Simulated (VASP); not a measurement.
Here is a VASP 6.6.1 calculation.

INCAR

```
SYSTEM = C
  ALGO = Normal
  EDIFF = 1E-6
  ENCUT = 520
  ISIF = 2
  ISMEAR = -1
  LASPH = .True.
  LCHARG = .True.
  LELF = .True.
  LREAL = .False.
  LVHAR = .True.
  LWAVE = .False.
  NBANDS = 21
  NELM = 60
  PREC = Accurate
  SIGMA = 0.02
```

KPOINTS

```
k-points
0
Gamma
  14 14 5
  0 0 0
```

File POSCAR:

```
C
1.0
    0.0000000000      1.7658614237     -1.7658614237
   -1.7658614237      0.0000000000      1.7658614237
    3.5317228474      3.5317228474      3.5317228474
C
6
Direct
    0.3333333330      0.6666666670      0.2083333330
    0.6666666670      0.3333333330      0.5416666670
    0.0000000000      0.0000000000      0.8750000000
    0.0000000000      0.0000000000      0.1250000000
    0.3333333330      0.6666666670      0.4583333330
    0.6666666670      0.3333333330      0.7916666670
```

Potentials or basis: VASP PAW LDA potentials, release 64 (C).

Run with:

```bash
$ cat potpaw_LDA.64/C/POTCAR > POTCAR
$ mpirun -np 1 vasp_std > vasp.out
```

(1) What does it give for the band gap on the k mesh?

(2) Estimate the pressure.

Results:

(1) 4.24 eV.

(2) 1.6 GPa.
